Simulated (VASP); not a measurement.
# CaO (I4mm) in VASP: further runs

Runs on CaO. Level: PBE. Tasks: single point.

Everything below comes from runs of VASP 6.6.1. Logs are shortened: lines on timing, memory, paths and dates and some standing lists are left out, and cuts for length are marked.

### Step 1. The cell of the first run

The structure is tetragonal, space group I4mm (No. 107). Conventional cell: a = 3.463 Å, b = 3.463 Å, c = 4.898 Å, α = 90.00°, β = 90.00°, γ = 90.00°. Within 2.6 Å of Ca (site symmetry 4mm) lie 5 O at 1.95 to 2.50 Å. O (site symmetry 4mm) has 5 Ca at 1.95 to 2.50 Å within 2.6 Å.

### Step 2. Single point, PBE (all Ca atoms moved -0.500 Å, as atom 1 along Cartesian [1 0 0])

Input file INCAR:

```
SYSTEM = CaO
ALGO = Normal
EDIFF = 1E-7
ENCUT = 520
GGA = PE
ISIF = 2
ISMEAR = 0
LASPH = .True.
LCHARG = .True.
LELF = .True.
LREAL = .False.
LVHAR = .True.
LWAVE = .False.
NBANDS = 15
NELM = 100
PREC = Accurate
SIGMA = 0.05
```

Input file KPOINTS:

```
k-points
0
Gamma
  8 8 8
  0 0 0
```

Input file POSCAR:

```
CaO
1.0
    0.0000000000      2.4490000000      2.4490000000
    2.4490000000      0.0000000000      2.4490000000
    2.4490000000      2.4490000000      0.0000000000
Ca O
1 1
Direct
    0.1020824826     -0.1020824826     -0.1020824826
    0.5000000000      0.5000000000      0.5000000000
```

Potentials or basis: VASP PAW PBE potentials, release 64 (Ca_sv, O).

Launch:

```console
> cat potpaw_PBE.64/Ca_sv/POTCAR potpaw_PBE.64/O/POTCAR > POTCAR
> mpirun -np 1 vasp_std > vasp.out
```

OUTCAR:

```text
SYSTEM = CaO
   EDIFF = 1E-7
   ENCUT = 520
   GGA = PE
   ISIF = 2
   ISMEAR = 0
   LASPH = .True.
   LREAL = .False.
   NELM = 100
   PREC = Accurate

 ion  position               nearest neighbor table
   1  0.102  0.898  0.898-   2 1.95   2 2.50   2 2.50   2 2.50   2 2.50
   2  0.500  0.500  0.500-   1 1.95   1 2.50   1 2.50   1 2.50   1 2.50

  LATTYP: Found a face centered cubic cell.
 ALAT       =     4.8980000000

  Lattice vectors:

 A1 = (   0.0000000000,   2.4490000000,   2.4490000000)
 A2 = (   2.4490000000,   0.0000000000,   2.4490000000)
 A3 = (   2.4490000000,   2.4490000000,   0.0000000000)

Analysis of symmetry for initial positions (statically):
=====================================================================
 Subroutine PRICEL returns:
 Original cell was already a primitive cell.

 Routine SETGRP: Setting up the symmetry group for a
 face centered cubic supercell.

 Subroutine GETGRP returns: Found  8 space group operations
 (whereof  8 operations were pure point group operations)
 out of a pool of 48 trial point group operations.

The static configuration has the point symmetry C_4v.

Analysis of symmetry for dynamics (positions and initial velocities):
=====================================================================
 Subroutine PRICEL returns:
 Original cell was already a primitive cell.

 Routine SETGRP: Setting up the symmetry group for a
 face centered cubic supercell.

 Subroutine GETGRP returns: Found  8 space group operations
 (whereof  8 operations were pure point group operations)
 out of a pool of 48 trial point group operations.

The dynamic configuration has the point symmetry C_4v.

 Subroutine INISYM returns: Found  8 space group operations
 (whereof  8 operations are pure point group operations),
 and found     1 'primitive' translations

----------------------------------------------------------------------------------------

                                     Primitive cell

  volume of cell :      29.3762

  direct lattice vectors                    reciprocal lattice vectors
     0.000000000  2.449000000  2.449000000    -0.204164965  0.204164965  0.204164965
     2.449000000  0.000000000  2.449000000     0.204164965 -0.204164965  0.204164965
     2.449000000  2.449000000  0.000000000     0.204164965  0.204164965 -0.204164965

  length of vectors
     3.463409014  3.463409014  3.463409014     0.353624093  0.353624093  0.353624093

  position of ions in fractional coordinates (direct lattice)
     0.102082483  0.897917517  0.897917517
     0.500000000  0.500000000  0.500000000

  ion indices of the primitive-cell ions
   primitive index   ion index
                 1           1
                 2           2
[... 86 lines left out ...]
   EFERMI =   0.00;   METHOD = LEGACY
   ISMEAR =     0;   SIGMA  =   0.05  broadening in eV -4-tet -1-fermi 0-gaus
   EFERMI_NEDOS =   21; number of points for ismear=-14 and -15
   IALGO  =     38    algorithm
   IMIX   =      4    mixing-type and parameters
     AMIX     =   0.40;   BMIX     =  1.00
     AMIX_MAG =   1.60;   BMIX_MAG =  1.00
  volume/ion in A,a.u.               =      14.69        99.12
  Fermi-wavevector in a.u.,A,eV,Ry     =   1.336953  2.526474 24.319632  1.787443
  Thomas-Fermi vector in A             =   2.465539
   LORBIT       =      0    0 simple, 1 ext, 2 COOP (PROOUT), +10 PAW based schemes
   GGA     = PE    functional components
   LHFCALC =     F    Hartree Fock is set to
   AEXX    =    0.0000 exact exchange contribution
   IVDW    =     0    specifies the selected vdW correction
   LEPSILON=     F    determine dielectric tensor
   LRPA    =     F    only Hartree local field effects (RPA)
 non-spin polarized calculation
 Gauss-broadening in eV      SIGMA  =   0.05
  energy-cutoff  :      520.00
  volume of cell :       29.38
 maximum number of plane-waves:       817
 NGX is ok and might be reduce to    28
   NGX = 13   NGY = 13   NGZ = 13

 number of electron      16.0000004 magnetization

 Free energy of the ion-electron system (eV)
  ---------------------------------------------------
  ext. energy  EPLUGINS =         0.00000000
  ---------------------------------------------------
  free energy    TOTEN  =       -12.22709345 eV

  energy without entropy =      -12.22709345  energy(sigma->0) =      -12.22709345

 E-fermi :   2.0165     XC(G=0): -10.1092

 val. band max:        1.6918928997   @ k =   0.0000  -0.1250   0.1250
 cond. band min:       5.7832114847   @ k =   0.0000   0.5000   0.5000
 fundamental gap:      4.0913185850
 Fermi energy:         2.0165253818

 k-point     1 :       0.0000    0.0000    0.0000
  band No.  band energies     occupation
      1     -35.5299      2.00000
      2     -16.7817      2.00000
      3     -16.3393      2.00000
      4     -16.3393      2.00000
      5     -13.1414      2.00000
      6       1.3829      2.00000
      7       1.3829      2.00000
      8       1.4874      2.00000
      9       6.1020      0.00000
     10       8.3421      0.00000
     11       9.2012      0.00000
     12       9.2012      0.00000
     13       9.7450      0.00000
     14      11.2241      0.00000
[... 401 lines left out ...]
      2     -17.3439      2.00000
      3     -16.6737      2.00000
      4     -16.5020      2.00000
      5     -12.4698      2.00000
      6       0.1117      2.00000
      7       0.6888      2.00000
      8       1.3125      2.00000
      9       7.7135      0.00000
     10       9.6816      0.00000
     11      10.1315      0.00000
     12      10.8413      0.00000
     13      12.0400      0.00000
     14      12.9972      0.00000
     15      15.3828      0.00000

 [... further k-points ...]

------------------------ aborting loop because EDIFF is reached ----------------------------------------

  FORCE on cell =-STRESS in cart. coord.  units (eV):
  Direction    XX          YY          ZZ          XY          YZ          ZX
  --------------------------------------------------------------------------------------
  -------------------------------------------------------------------------------------
  Total        5.9189290     -0.6470993     -0.6470993      0.0000000      0.0000000      0.0000000
  in kB      322.8177147    -35.2927252    -35.2927252      0.0000000      0.0000000      0.0000000
  external PRESSURE =      84.0774214 kB  Pullay stress =       0.0000000 kB

 VOLUME and BASIS-vectors are now :
 -----------------------------------------------------------------------------
  energy-cutoff  :      520.00
  volume of cell :       29.38
      direct lattice vectors                 reciprocal lattice vectors
     0.000000000  2.449000000  2.449000000    -0.204164965  0.204164965  0.204164965
     2.449000000  0.000000000  2.449000000     0.204164965 -0.204164965  0.204164965
     2.449000000  2.449000000  0.000000000     0.204164965  0.204164965 -0.204164965

 POSITION                                       TOTAL-FORCE (eV/Angst)
 -----------------------------------------------------------------------------------
      4.39800      2.44900      2.44900         3.488977      0.000000      0.000000
      2.44900      2.44900      2.44900        -3.488977      0.000000      0.000000
 -----------------------------------------------------------------------------------
    total drift:                               -0.000043     -0.000000     -0.000000

  FREE ENERGIE OF THE ION-ELECTRON SYSTEM (eV)
  ---------------------------------------------------
  free  energy   TOTEN  =       -12.2270934495 eV

  energy  without entropy=      -12.2270934495  energy(sigma->0) =      -12.22709345
```

OSZICAR:

```text
N       E                     dE             d eps       ncg     rms          rms(c)
DAV:   1     0.117808866309E+03    0.11781E+03   -0.75424E+03  1770   0.103E+03
DAV:   2    -0.758183107240E+01   -0.12539E+03   -0.11682E+03  2149   0.289E+02
DAV:   3    -0.139698729638E+02   -0.63880E+01   -0.63330E+01  2576   0.630E+01
DAV:   4    -0.142272107872E+02   -0.25734E+00   -0.25724E+00  2240   0.990E+00
DAV:   5    -0.142287284355E+02   -0.15176E-02   -0.15176E-02  2365   0.843E-01    0.909E+00
DAV:   6    -0.123339758162E+02    0.18948E+01   -0.63164E+00  1910   0.236E+01    0.390E+00
DAV:   7    -0.122281450316E+02    0.10583E+00   -0.45827E-01  2036   0.757E+00    0.189E+00
DAV:   8    -0.122261070312E+02    0.20380E-02   -0.90456E-02  2211   0.321E+00    0.264E-01
DAV:   9    -0.122261851936E+02   -0.78162E-04   -0.61045E-03  2105   0.657E-01    0.128E-01
DAV:  10    -0.122269602302E+02   -0.77504E-03   -0.90550E-04  2043   0.248E-01    0.342E-02
DAV:  11    -0.122270820718E+02   -0.12184E-03   -0.13582E-04  2134   0.927E-02    0.194E-02
DAV:  12    -0.122270937673E+02   -0.11696E-04   -0.18887E-05  1945   0.383E-02    0.293E-03
DAV:  13    -0.122270935419E+02    0.22542E-06   -0.50310E-07  2154   0.804E-03    0.114E-03
DAV:  14    -0.122270934495E+02    0.92373E-07   -0.99090E-08  1957   0.291E-03
   1 F= -.12227093E+02 E0= -.12227093E+02  d E =-.109795E-21
```

stdout:

```text
POSCAR found type information on POSCAR CaO
 POSCAR found :  2 types and       2 ions
 scaLAPACK will be used
 LDA part: xc-table for (Slater+PW92), standard interpolation
 POSCAR, INCAR and KPOINTS ok, starting setup
 FFT: planning ... GRIDC
 FFT: planning ... GRID_SOFT
 FFT: planning ... GRID
 WAVECAR not read
 entering main loop
```

Wall time 14 s (1 thread of AMD EPYC 9R45 (Zen 5), shared host); peak memory 0.14 GiB.

Results:

- Free energy: -12.2271 eV
- Pressure: 8.4 GPa
- Largest force: 3.489 eV/Å
- Band gap on the k mesh: 4.09 eV, indirect (least direct gap 4.27 eV)

Forces in eV/Å, atoms in the order of the input:
```
Ca   3.489  0.000  0.000
O   -3.489  0.000  0.000
```

Levels at points of the mesh, in eV from the valence-band top:
```tsv
k point	band 5	band 6	band 7	band 8	band 9	band 10	band 11	band 12
(0.00, 0.00, 0.00)	-14.83	-0.31	-0.31	-0.20	4.41	6.65	7.51	7.51
(0.50, 0.00, 0.00)	-13.91	-2.18	-0.83	-0.67	6.75	7.84	8.82	8.94
(0.50, 0.50, 0.00)	-14.46	-1.09	-1.06	-0.10	5.56	7.51	9.65	9.67
(0.00, 0.50, 0.50)	-14.30	-0.54	-0.18	-0.18	4.09	6.75	9.22	9.69
```

Caveat: the cell differs from its parent crystal (all Ca atoms moved -0.500 Å, as atom 1 along Cartesian [1 0 0]); forces of over 1 eV/Å act on the atoms, so gaps and moduli don't describe the material at rest.

### Step 3. Single point, PBE (all Ca atoms moved +0.375 Å, as atom 1 along Cartesian [1 0 0])

Input file INCAR:

```
SYSTEM = CaO
PREC = Accurate ; ENCUT = 520
EDIFF = 1E-6 ; ISMEAR = 0
SIGMA = 0.05 ; LREAL = .FALSE.
LASPH = .TRUE. ; NELM = 80
ALGO = Normal ; ISIF = 2
LWAVE = .FALSE. ; LCHARG = .FALSE.
GGA = PE ; NBANDS = 15
```

Input file KPOINTS:

```
regular mesh
0
G
  8 8 8
  0 0 0
```

Edit POSCAR of step 2 so:

```diff
@@ -8,3 +8,3 @@
 Direct
-    0.1020824826     -0.1020824826     -0.1020824826
+   -0.0765618620      0.0765618620      0.0765618620
     0.5000000000      0.5000000000      0.5000000000
```

Potentials or basis: VASP PAW PBE potentials, release 64 (Ca_sv, O).

Launch:

```console
> cat potpaw_PBE.64/Ca_sv/POTCAR potpaw_PBE.64/O/POTCAR > POTCAR
> mpirun -np 1 vasp_std > vasp.out
```

OUTCAR:

```text
SYSTEM = CaO
   PREC = Accurate
   ENCUT = 520
   EDIFF = 1E-6
   ISMEAR = 0
   LREAL = .FALSE.
   LASPH = .TRUE.
   NELM = 80
   ISIF = 2
   GGA = PE

 ion  position               nearest neighbor table
   1  0.923  0.077  0.077-   2 2.07   2 2.48   2 2.48   2 2.48   2 2.48
   2  0.500  0.500  0.500-   1 2.07   1 2.48   1 2.48   1 2.48   1 2.48

  LATTYP: Found a face centered cubic cell.
 ALAT       =     4.8980000000

  Lattice vectors:

 A1 = (   0.0000000000,   2.4490000000,   2.4490000000)
 A2 = (   2.4490000000,   0.0000000000,   2.4490000000)
 A3 = (   2.4490000000,   2.4490000000,   0.0000000000)

Analysis of symmetry for initial positions (statically):
=====================================================================
 Subroutine PRICEL returns:
 Original cell was already a primitive cell.

 Routine SETGRP: Setting up the symmetry group for a
 face centered cubic supercell.

 Subroutine GETGRP returns: Found  8 space group operations
 (whereof  8 operations were pure point group operations)
 out of a pool of 48 trial point group operations.

The static configuration has the point symmetry C_4v.

Analysis of symmetry for dynamics (positions and initial velocities):
=====================================================================
 Subroutine PRICEL returns:
 Original cell was already a primitive cell.

 Routine SETGRP: Setting up the symmetry group for a
 face centered cubic supercell.

 Subroutine GETGRP returns: Found  8 space group operations
 (whereof  8 operations were pure point group operations)
 out of a pool of 48 trial point group operations.

The dynamic configuration has the point symmetry C_4v.

 Subroutine INISYM returns: Found  8 space group operations
 (whereof  8 operations are pure point group operations),
 and found     1 'primitive' translations

----------------------------------------------------------------------------------------

                                     Primitive cell

  volume of cell :      29.3762

  direct lattice vectors                    reciprocal lattice vectors
[... 119 lines left out ...]
 Gauss-broadening in eV      SIGMA  =   0.05
  energy-cutoff  :      520.00
  volume of cell :       29.38
 maximum number of plane-waves:       817
 NGX is ok and might be reduce to    28
   NGX = 13   NGY = 13   NGZ = 13

 number of electron      16.0000004 magnetization

 Free energy of the ion-electron system (eV)
  ---------------------------------------------------
  ext. energy  EPLUGINS =         0.00000000
  ---------------------------------------------------
  free energy    TOTEN  =       -12.54804063 eV

  energy without entropy =      -12.54804063  energy(sigma->0) =      -12.54804063

 E-fermi :   1.9985     XC(G=0): -10.1526

 val. band max:        1.7579743397   @ k =   0.1250   0.1250   0.0000
 cond. band min:       5.7356537431   @ k =   0.0000   0.5000   0.5000
 fundamental gap:      3.9776794033
 Fermi energy:         1.9984519958

 k-point     1 :       0.0000    0.0000    0.0000
  band No.  band energies     occupation
      1     -35.6695      2.00000
      2     -16.6566      2.00000
      3     -16.4798      2.00000
      4     -16.4798      2.00000
      5     -13.3017      2.00000
      6       1.6597      2.00000
      7       1.6597      2.00000
      8       1.6766      2.00000
      9       6.1862      0.00000
     10       8.2403      0.00000
     11       8.7365      0.00000
     12       8.7365      0.00000
     13       9.6440      0.00000
     14      10.5063      0.00000
[... 401 lines left out ...]
      2     -17.2532      2.00000
      3     -16.7540      2.00000
      4     -16.6277      2.00000
      5     -12.6473      2.00000
      6       0.2036      2.00000
      7       0.8047      2.00000
      8       1.3194      2.00000
      9       7.5061      0.00000
     10       9.6434      0.00000
     11      10.2086      0.00000
     12      10.7187      0.00000
     13      11.7503      0.00000
     14      13.0276      0.00000
     15      15.4331      0.00000

 [... further k-points ...]

------------------------ aborting loop because EDIFF is reached ----------------------------------------

  FORCE on cell =-STRESS in cart. coord.  units (eV):
  Direction    XX          YY          ZZ          XY          YZ          ZX
  --------------------------------------------------------------------------------------
  -------------------------------------------------------------------------------------
  Total        2.7079901     -0.6927940     -0.6927940      0.0000000      0.0000000     -0.0000000
  in kB      147.6934749    -37.7849058    -37.7849058      0.0000000      0.0000000     -0.0000000
  external PRESSURE =      24.0412211 kB  Pullay stress =       0.0000000 kB

 VOLUME and BASIS-vectors are now :
 -----------------------------------------------------------------------------
  energy-cutoff  :      520.00
  volume of cell :       29.38
      direct lattice vectors                 reciprocal lattice vectors
     0.000000000  2.449000000  2.449000000    -0.204164965  0.204164965  0.204164965
     2.449000000  0.000000000  2.449000000     0.204164965 -0.204164965  0.204164965
     2.449000000  2.449000000  0.000000000     0.204164965  0.204164965 -0.204164965

 POSITION                                       TOTAL-FORCE (eV/Angst)
 -----------------------------------------------------------------------------------
      0.37500      2.44900      2.44900        -1.799021      0.000000      0.000000
      2.44900      2.44900      2.44900         1.799021      0.000000      0.000000
 -----------------------------------------------------------------------------------
    total drift:                                0.000079      0.000000      0.000000

  FREE ENERGIE OF THE ION-ELECTRON SYSTEM (eV)
  ---------------------------------------------------
  free  energy   TOTEN  =       -12.5480406337 eV

  energy  without entropy=      -12.5480406337  energy(sigma->0) =      -12.54804063
```

OSZICAR:

```text
N       E                     dE             d eps       ncg     rms          rms(c)
DAV:   1     0.113893527274E+03    0.11389E+03   -0.75969E+03  1770   0.104E+03
DAV:   2    -0.813347015899E+01   -0.12203E+03   -0.11403E+03  2148   0.287E+02
DAV:   3    -0.141167202280E+02   -0.59833E+01   -0.59283E+01  2475   0.615E+01
DAV:   4    -0.144114386694E+02   -0.29472E+00   -0.29462E+00  2315   0.111E+01
DAV:   5    -0.144129725152E+02   -0.15338E-02   -0.15338E-02  2349   0.917E-01    0.884E+00
DAV:   6    -0.126454736078E+02    0.17675E+01   -0.58733E+00  1917   0.229E+01    0.383E+00
DAV:   7    -0.125500309363E+02    0.95443E-01   -0.45832E-01  1966   0.718E+00    0.185E+00
DAV:   8    -0.125479812136E+02    0.20497E-02   -0.85305E-02  2204   0.314E+00    0.330E-01
DAV:   9    -0.125472374491E+02    0.74376E-03   -0.49536E-03  1882   0.596E-01    0.118E-01
DAV:  10    -0.125479801105E+02   -0.74266E-03   -0.97219E-04  2162   0.242E-01    0.264E-02
DAV:  11    -0.125480338172E+02   -0.53707E-04   -0.88004E-05  2127   0.792E-02    0.162E-02
DAV:  12    -0.125480408971E+02   -0.70799E-05   -0.15269E-05  2029   0.357E-02    0.295E-03
DAV:  13    -0.125480406337E+02    0.26345E-06   -0.51582E-07  1571   0.851E-03
   1 F= -.12548041E+02 E0= -.12548041E+02  d E =-.283818E-13
```

stdout:

```text
POSCAR found type information on POSCAR CaO
 POSCAR found :  2 types and       2 ions
 scaLAPACK will be used
 LDA part: xc-table for (Slater+PW92), standard interpolation
 POSCAR, INCAR and KPOINTS ok, starting setup
 FFT: planning ... GRIDC
 FFT: planning ... GRID_SOFT
 FFT: planning ... GRID
 WAVECAR not read
 entering main loop
```

It took 12 s on 1 thread of AMD EPYC 9R45 (Zen 5), shared host; peak memory 0.14 GiB.

What came out:

```yaml
Free_energy: -12.5480 eV
Pressure: 2.4 GPa
Largest_force: 1.799 eV/Å
Band_gap_on_the_k_mesh: 3.98 eV, indirect (least direct gap 4.16 eV)
```

Forces in eV/Å, atoms in the order of the input:
```
Ca  -1.799  0.000  0.000
O    1.799  0.000  0.000
```

Levels at points of the mesh, in eV from the valence-band top:
| k point | band 5 | band 6 | band 7 | band 8 | band 9 | band 10 | band 11 | band 12 |
| --- | --- | --- | --- | --- | --- | --- | --- | --- |
| (0.00, 0.00, 0.00) | -15.06 | -0.10 | -0.10 | -0.08 | 4.43 | 6.48 | 6.98 | 6.98 |
| (0.50, 0.00, 0.00) | -14.11 | -2.23 | -0.85 | -0.77 | 6.88 | 7.72 | 8.56 | 8.78 |
| (0.50, 0.50, 0.00) | -14.74 | -1.11 | -0.74 | -0.16 | 4.87 | 7.65 | 9.26 | 9.54 |
| (0.00, 0.50, 0.50) | -14.65 | -0.81 | -0.18 | -0.18 | 3.98 | 7.27 | 9.01 | 9.54 |

Caveat: the cell differs from its parent crystal (all Ca atoms moved +0.375 Å, as atom 1 along Cartesian [1 0 0]); forces of over 1 eV/Å act on the atoms, so gaps and moduli don't describe the material at rest.

(Continued in part 2 of 2.)
